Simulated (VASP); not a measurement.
# TaN in VASP: further runs

The runs below take TaN through single point, with PBE.

All numbers are computed with VASP 6.6.1; they aren't measurements. Logs are shortened: lines on timing, memory, paths and dates and some standing lists are left out, and cuts for length are marked.

## 1. The cell of the first run

The typed cell holds 8 atoms: a = 6.243 Å, b = 6.243 Å, c = 3.119 Å, α = 60.06°, β = 119.94°, γ = 120.00°.

## 2. Single point, PBE

Contents of INCAR:

```
PREC     = Accurate       # precision mode
ENCUT    = 520            # plane-wave cutoff, eV
EDIFF    = 1E-7           # SCF threshold, eV
ISMEAR   = 0              # smearing method
SIGMA    = 0.1            # smearing width, eV
LREAL    = F              # projectors in reciprocal space
LASPH    = T              # aspherical terms in the spheres
NELM     = 80             # most SCF steps
ALGO     = Fast           # electronic algorithm
ISIF     = 2              # what is computed and relaxed
LWAVE    = F              # write WAVECAR
LCHARG   = F              # write CHGCAR
GGA      = PE             # functional
NBANDS   = 42             # bands
```

Contents of KPOINTS:

```
regular mesh
0
Gamma
  6 6 13
```

Contents of POSCAR:

```
TaN
1.0
    6.2432718349      0.0000010006      0.0046520399
   -3.1216350508      5.4068325121     -0.0046520400
   -1.5589161573      0.9000406631      2.5475600255
Ta N
4 4
Direct
    0.2500000000      0.2500000000      0.5000000000
    0.7500000000      0.2500000000      0.5000000000
    0.2500000000      0.7500000000      0.5000000000
    0.7500000000      0.7500000000      0.5000000000
    0.0000000000      0.5000000000      0.0000000000
    0.5000000000      0.5000000000      0.0000000000
    0.0000000000      0.0000000000      0.0000000000
    0.5000000000      0.0000000000      0.0000000000
```

Potentials or basis: VASP PAW PBE potentials, release 64 (Ta_pv, N).

Launch:

```sh
cat potpaw_PBE.64/Ta_pv/POTCAR potpaw_PBE.64/N/POTCAR > POTCAR
mpirun -np 1 vasp_std > vasp.out
```

OUTCAR:

```text
PREC = Accurate
   ENCUT = 520
   EDIFF = 1E-7
   ISMEAR = 0
   LREAL = F
   LASPH = T
   NELM = 80
   ISIF = 2
   GGA = PE

 ion  position               nearest neighbor table
   1  0.250  0.250  0.500-   6 2.21   7 2.21   6 2.21   7 2.21   8 2.21   5 2.21   3 3.12   3 3.12
                             4 3.12   4 3.12   2 3.12   2 3.12   2 3.12   2 3.12   3 3.12   3 3.12
   2  0.750  0.250  0.500-   5 2.21   8 2.21   5 2.21   8 2.21   6 2.21   7 2.21   4 3.12   4 3.12
                             3 3.12   3 3.12   1 3.12   1 3.12   1 3.12   1 3.12   4 3.12   4 3.12
   3  0.250  0.750  0.500-   8 2.21   5 2.21   5 2.21   8 2.21   7 2.21   6 2.21   1 3.12   1 3.12
                             2 3.12   2 3.12   4 3.12   4 3.12   4 3.12   4 3.12   1 3.12   1 3.12
   4  0.750  0.750  0.500-   7 2.21   6 2.21   6 2.21   7 2.21   5 2.21   8 2.21   2 3.12   2 3.12
                             1 3.12   1 3.12   3 3.12   3 3.12   3 3.12   3 3.12   2 3.12   2 3.12
   5  0.000  0.500  0.000-   3 2.21   2 2.21   2 2.21   3 2.21   1 2.21   4 2.21
   6  0.500  0.500  0.000-   4 2.21   1 2.21   1 2.21   4 2.21   3 2.21   2 2.21
   7  0.000  0.000  0.000-   1 2.21   4 2.21   1 2.21   4 2.21   2 2.21   3 2.21
   8  0.500  0.000  0.000-   2 2.21   3 2.21   2 2.21   3 2.21   4 2.21   1 2.21

  LATTYP: Found a base centered monoclinic cell.
 ALAT       =     8.8368395541
 B/A-ratio  =     0.7065052534
 C/A-ratio  =     0.3529940376
 COS(beta)  =    -0.0006870819

  Lattice vectors:

 A1 = (  -1.5627188935,   4.5067918490,  -2.5522120655)
 A2 = (  -4.6843556776,  -0.9000416637,  -2.5522120654)
 A3 = (  -1.5589161573,   0.9000406631,   2.5475600255)

Analysis of symmetry for initial positions (statically):
=====================================================================
 Subroutine PRICEL returns following result:

  LATTYP: Found a base centered monoclinic cell.
 ALAT       =     5.4068335127
 B/A-ratio  =     0.5773502692
 C/A-ratio  =     0.5769276354
 COS(beta)  =    -0.5763661578

  Lattice vectors:

 A1 = (   1.5608175254,  -2.7034162561,   0.0023260200)
 A2 = (   3.1216359174,   0.0000005003,   0.0023260199)
 A3 = (  -1.5589161573,   0.9000406631,   2.5475600255)

   4 primitive cells build up your supercell.

 Routine SETGRP: Setting up the symmetry group for a
 base centered monoclinic supercell.

 Subroutine GETGRP returns: Found  4 space group operations
 (whereof  4 operations were pure point group operations)
 out of a pool of  4 trial point group operations.

The static configuration has the point symmetry C_2h.

Analysis of symmetry for dynamics (positions and initial velocities):
=====================================================================
 Subroutine PRICEL returns following result:

  LATTYP: Found a base centered monoclinic cell.
 ALAT       =     5.4068335127
 B/A-ratio  =     0.5773502692
 C/A-ratio  =     0.5769276354
 COS(beta)  =    -0.5763661578

  Lattice vectors:

 A1 = (   1.5608175254,  -2.7034162561,   0.0023260200)
 A2 = (   3.1216359174,   0.0000005003,   0.0023260199)
 A3 = (  -1.5589161573,   0.9000406631,   2.5475600255)

   4 primitive cells build up your supercell.

 Routine SETGRP: Setting up the symmetry group for a
 base centered monoclinic supercell.

 Subroutine GETGRP returns: Found  4 space group operations
 (whereof  4 operations were pure point group operations)
 out of a pool of  4 trial point group operations.

The dynamic configuration has the point symmetry C_2h.

 Subroutine INISYM returns: Found  4 space group operations
 (whereof  4 operations are pure point group operations),
 and found     4 'primitive' translations

----------------------------------------------------------------------------------------

                                     Primitive cell

  volume of cell :      21.5121

  direct lattice vectors                    reciprocal lattice vectors
     1.560817525 -2.703416256  0.002326020    -0.000097258 -0.369846120  0.130605334
     3.121635917  0.000000500  0.002326020     0.320247506  0.185007288  0.130605334
    -1.558916157  0.900040663  2.547560026    -0.000292309  0.000168765  0.392293963

  length of vectors
     3.121636784  3.121636784  3.119351674     0.392229416  0.392229416  0.392294108

  position of ions in fractional coordinates (direct lattice)
     0.500000000  0.500000000  0.500000000
     0.000000000  1.000000000  1.000000000

  ion indices of the primitive-cell ions
   primitive index   ion index
                 1           1
                 2           5

----------------------------------------------------------------------------------------

 KPOINTS: regular mesh

Automatic generation of k-mesh.
 Grid dimensions read from file:
 generate k-points for:    6    6   13

 Generating k-lattice:

  Cartesian coordinates                     Fractional coordinates (reciprocal lattice)
     0.026687292  0.015417274  0.010883778     0.166666667 -0.000000000 -0.000000000
     0.000008105  0.030820510 -0.010883778     0.000000000  0.166666667  0.000000000
    -0.000022485  0.000012982  0.030176459    -0.000000000  0.000000000  0.076923077

  Length of vectors
     0.032685785  0.032685785  0.030176470

  Shift w.r.t. Gamma in fractional coordinates (k-lattice)
     0.000000000  0.000000000  0.000000000

 Subroutine IBZKPT returns following result:
 ===========================================

 Found    139 irreducible k-points:

 Following reciprocal coordinates:
            Coordinates               Weight
  0.000000  0.000000  0.000000      1.000000
  0.166667  0.000000  0.000000      4.000000
  0.333333 -0.000000 -0.000000      4.000000
  0.500000 -0.000000 -0.000000      2.000000
  0.166667  0.166667  0.000000      2.000000
  0.333333  0.166667 -0.000000      4.000000
[... 16 lines left out ...]
 -0.333333  0.166667  0.076923      4.000000
 -0.166667  0.166667  0.076923      2.000000
 [... further k-points ...]
   k-points           NKPTS =    139   k-points in BZ     NKDIM =    139   number of bands    NBANDS=     42
   number of dos      NEDOS =    301   number of ions     NIONS =      8
   total plane-waves  NPLWV =  55296
   dimension x,y,z NGX =    48 NGY =   48 NGZ =   24
   dimension x,y,z NGXF=    96 NGYF=   96 NGZF=   48
   ions per type =               4   4
   NGX,Y,Z   is equivalent  to a cutoff of  12.78, 12.78, 12.79 a.u.
   NGXF,Y,Z  is equivalent  to a cutoff of  25.56, 25.56, 25.58 a.u.
 SYSTEM =  unknown system
   PREC   = accura    normal or accurate (medium, high low for compatibility)
   ISTART =      0    job   : 0-new  1-cont  2-samecut
   ICHARG =      2    charge: 1-file 2-atom 10-const
   ISPIN  =      1    spin polarized calculation?
   LNONCOLLINEAR =      F non collinear calculations
   LSORBIT =      F    spin-orbit coupling
   LASPH  =      T    aspherical Exc in radial PAW
   ENCUT  =  520.0 eV  38.22 Ry    6.18 a.u.  11.61 11.61  5.80*2*pi/ulx,y,z
   NELM   =     80;   NELMIN=  2; NELMDL= -5     # of ELM steps
   EDIFF  = 0.1E-06   stopping-criterion for ELM
   LREAL  =      F    real-space projection
   EDIFFG = 0.1E-05   stopping-criterion for IOM
   NSW    =      0    number of steps for IOM
   IBRION =     -1    ionic relax: 0-MD 1-quasi-New 2-CG
   NFREE  =      0    steps in history (QN), initial steepest desc. (CG)
   ISIF   =      2    stress and relaxation
   ISYM   =      2    0-nonsym 1-usesym 2-fastsym
   POTIM  = 0.5000    time-step for ionic-motion
   TEBEG  =    0.0;   TEEND  =   0.0 temperature during run
   PSTRESS=    0.0 pullay stress
   NELECT =      64.0000    total number of electrons
   NUPDOWN=      -1.0000    fix difference up-down
   EMIN   =  10.00;   EMAX   =-10.00  energy-range for DOS
   EFERMI =   0.00;   METHOD = LEGACY
   ISMEAR =     0;   SIGMA  =   0.10  broadening in eV -4-tet -1-fermi 0-gaus
   EFERMI_NEDOS =   21; number of points for ismear=-14 and -15
   IALGO  =     68    algorithm
   IMIX   =      4    mixing-type and parameters
     AMIX     =   0.40;   BMIX     =  1.00
     AMIX_MAG =   1.60;   BMIX_MAG =  1.00
  volume/ion in A,a.u.               =      10.76        72.59
  Fermi-wavevector in a.u.,A,eV,Ry     =   1.483270  2.802974 29.934052  2.200091
  Thomas-Fermi vector in A             =   2.596953
   LORBIT       =      0    0 simple, 1 ext, 2 COOP (PROOUT), +10 PAW based schemes
   GGA     = PE    functional components
   LHFCALC =     F    Hartree Fock is set to
   AEXX    =    0.0000 exact exchange contribution
   IVDW    =     0    specifies the selected vdW correction
   LEPSILON=     F    determine dielectric tensor
   LRPA    =     F    only Hartree local field effects (RPA)
 non-spin polarized calculation
 RMM-DIIS sequential band-by-band and
 Gauss-broadening in eV      SIGMA  =   0.10
  energy-cutoff  :      520.00
  volume of cell :       86.05
 maximum number of plane-waves:      2340
 NGX is ok and might be reduce to    48
   NGX = 23   NGY = 23   NGZ = 11

 number of electron      64.0000013 magnetization

 Free energy of the ion-electron system (eV)
  ---------------------------------------------------
  ext. energy  EPLUGINS =         0.00000000
  ---------------------------------------------------
  free energy    TOTEN  =       -87.31631262 eV

  energy without entropy =      -87.29964466  energy(sigma->0) =      -87.30797864

 E-fermi :   9.3745     XC(G=0): -13.3736

 val. band max:        9.3727052736   @ k =  -0.3333   0.1667   0.4615
 cond. band min:       9.3789810213   @ k =   0.3333   0.1667   0.0769
 fundamental gap:      0.0062757477
 Fermi energy:         9.3745131401

 k-point     1 :       0.0000    0.0000    0.0000
  band No.  band energies     occupation
      1     -27.2004      2.00000
      2     -27.2004      2.00000
      3     -27.0804      2.00000
      4     -26.6569      2.00000
      5     -26.6543      2.00000
      6     -26.4677      2.00000
[... 34 lines left out ...]
     41      11.3697      0.00000
     42      13.1373      0.00000
[... 994 lines left out ...]
      2     -27.1754      2.00000
      3     -27.0588      2.00000
      4     -26.6701      2.00000
      5     -26.6447      2.00000
      6     -26.4955      2.00000
[... 34 lines left out ...]
     41      11.4022      0.00000
     42      11.8067      0.00000

 [... further k-points ...]

------------------------ aborting loop because EDIFF is reached ----------------------------------------

  FORCE on cell =-STRESS in cart. coord.  units (eV):
  Direction    XX          YY          ZZ          XY          YZ          ZX
  --------------------------------------------------------------------------------------
  -------------------------------------------------------------------------------------
  Total        0.7231734      0.9101623      0.4148389      0.1619372     -0.0046622      0.0080753
  in kB       13.4650951     16.9467274      7.7240743      3.0151820     -0.0868085      0.1503577
  external PRESSURE =      12.7119656 kB  Pullay stress =       0.0000000 kB

 VOLUME and BASIS-vectors are now :
 -----------------------------------------------------------------------------
  energy-cutoff  :      520.00
  volume of cell :       86.05
      direct lattice vectors                 reciprocal lattice vectors
     6.243271835  0.000001001  0.004652040     0.160123753  0.092503644  0.065302667
    -3.121635051  5.406832512 -0.004652040     0.000048629  0.184923060 -0.065302667
    -1.558916157  0.900040663  2.547560026    -0.000292309  0.000168765  0.392293963

 POSITION                                       TOTAL-FORCE (eV/Angst)
 -----------------------------------------------------------------------------------
      0.00095      1.80173      1.27378         0.000000     -0.000000      0.000000
      3.12259      1.80173      1.27611        -0.000000     -0.000000     -0.000000
     -1.55987      4.50514      1.27145        -0.000000     -0.000000     -0.000000
      1.56177      4.50515      1.27378        -0.000000      0.000000      0.000000
     -1.56082      2.70342     -0.00233         0.000000     -0.000000      0.000000
      1.56082      2.70342     -0.00000         0.000000      0.000000      0.000000
      0.00000      0.00000      0.00000        -0.000000     -0.000000     -0.000000
      3.12164      0.00000      0.00233         0.000000      0.000000     -0.000000
 -----------------------------------------------------------------------------------
    total drift:                               -0.000000      0.000000      0.000000

  FREE ENERGIE OF THE ION-ELECTRON SYSTEM (eV)
  ---------------------------------------------------
  free  energy   TOTEN  =       -87.3163126242 eV

  energy  without entropy=      -87.2996446586  energy(sigma->0) =      -87.30797864
```

Wall time 10 min (1 thread of Oxide Virtual Turin-like, shared host); peak memory 0.46 GiB.

Results:

```
Free energy            : -87.3163 eV
Pressure               : 1.3 GPa
Band gap on the k mesh : zero (bands 32 and 33 overlap by 2.82 eV)
```

Caveat: spin-orbit coupling is left out, which moves the levels of the heavy elements.

## 3. Single point, PBE

Contents of INCAR:

```
SYSTEM = TaN
ALGO = Fast
EDIFF = 1E-6
ENCUT = 520
GGA = PE
ISIF = 2
ISMEAR = 0
LASPH = .TRUE.
LCHARG = .FALSE.
LREAL = .FALSE.
LWAVE = .FALSE.
NBANDS = 42
NELM = 100
PREC = Accurate
SIGMA = 0.1
```

Contents of KPOINTS:

```
k-points
0
G
  6 6 13
  0 0 0
```

Changes to POSCAR since step 2:

```diff
@@ -2,5 +2,5 @@
 1.0
-    6.2432718349      0.0000010006      0.0046520399
-   -3.1216350508      5.4068325121     -0.0046520400
-   -1.5589161573      0.9000406631      2.5475600255
+    6.2432735681      0.0000000000      0.0000000000
+   -3.1216367840      5.4068335127      0.0000000000
+   -1.5608183920      0.9011389188      2.5521201403
 Ta N
```

Potentials or basis: VASP PAW PBE potentials, release 64 (Ta_pv, N).

Launch:

```sh
cat potpaw_PBE.64/Ta_pv/POTCAR potpaw_PBE.64/N/POTCAR > POTCAR
mpirun -np 1 vasp_std > vasp.out
```

OUTCAR:

```text
SYSTEM = TaN
   EDIFF = 1E-6
   ENCUT = 520
   GGA = PE
   ISIF = 2
   ISMEAR = 0
   LASPH = .TRUE.
   LREAL = .FALSE.
   NELM = 100
   PREC = Accurate

 ion  position               nearest neighbor table
   1  0.250  0.250  0.500-   6 2.21   7 2.21   6 2.21   7 2.21   8 2.21   5 2.21   3 3.12   3 3.12
                             4 3.12   4 3.12   2 3.12   2 3.12   3 3.12   3 3.12   2 3.12   2 3.12
   2  0.750  0.250  0.500-   5 2.21   8 2.21   5 2.21   8 2.21   6 2.21   7 2.21   4 3.12   4 3.12
                             3 3.12   3 3.12   1 3.12   1 3.12   4 3.12   4 3.12   1 3.12   1 3.12
   3  0.250  0.750  0.500-   8 2.21   5 2.21   5 2.21   8 2.21   7 2.21   6 2.21   1 3.12   1 3.12
                             2 3.12   2 3.12   4 3.12   4 3.12   1 3.12   1 3.12   4 3.12   4 3.12
[... 1314 lines left out ...]
  external PRESSURE =       8.7900928 kB  Pullay stress =       0.0000000 kB

 VOLUME and BASIS-vectors are now :
 -----------------------------------------------------------------------------
  energy-cutoff  :      520.00
  volume of cell :       86.15
      direct lattice vectors                 reciprocal lattice vectors
     6.243273568  0.000000000  0.000000000     0.160172382  0.092475568  0.065305181
    -3.121636784  5.406833513  0.000000000     0.000000000  0.184951136 -0.065305181
    -1.560818392  0.901138919  2.552120140     0.000000000  0.000000000  0.391831084

 POSITION                                       TOTAL-FORCE (eV/Angst)
 -----------------------------------------------------------------------------------
      0.00000      1.80228      1.27606         0.000000      0.000000     -0.000000
      3.12164      1.80228      1.27606         0.000000     -0.000000      0.000000
     -1.56082      4.50569      1.27606        -0.000000      0.000000      0.000000
      1.56082      4.50569      1.27606         0.000000      0.000000      0.000000
     -1.56082      2.70342      0.00000         0.000000      0.000000     -0.000000
      1.56082      2.70342      0.00000         0.000000     -0.000000      0.000000
      0.00000      0.00000      0.00000        -0.000000     -0.000000      0.000000
      3.12164      0.00000      0.00000        -0.000000     -0.000000      0.000000
 -----------------------------------------------------------------------------------
    total drift:                               -0.000000      0.000000      0.000000

  FREE ENERGIE OF THE ION-ELECTRON SYSTEM (eV)
  ---------------------------------------------------
  free  energy   TOTEN  =       -87.3165168119 eV

  energy  without entropy=      -87.2997151323  energy(sigma->0) =      -87.30811597
```

stdout:

```text
POSCAR found type information on POSCAR TaN
 POSCAR found :  2 types and       8 ions
 scaLAPACK will be used
 LDA part: xc-table for (Slater+PW92), standard interpolation
 POSCAR, INCAR and KPOINTS ok, starting setup
 FFT: planning ... GRIDC
 FFT: planning ... GRID_SOFT
 FFT: planning ... GRID
 WAVECAR not read
 entering main loop
```

Wall time 9.1 min (1 thread of Oxide Virtual Turin-like, shared host); peak memory 0.46 GiB.

Results:

```
Free energy            : -87.3165 eV
Pressure               : 0.9 GPa
Band gap on the k mesh : zero (bands 32 and 33 overlap by 2.82 eV)
```

Stress tensor (GPa, compression positive):
```
 1.11  0.12  0.36
 0.12  1.25 -0.21
 0.36 -0.21  0.27
```

Caveat: spin-orbit coupling is left out, which moves the levels of the heavy elements.
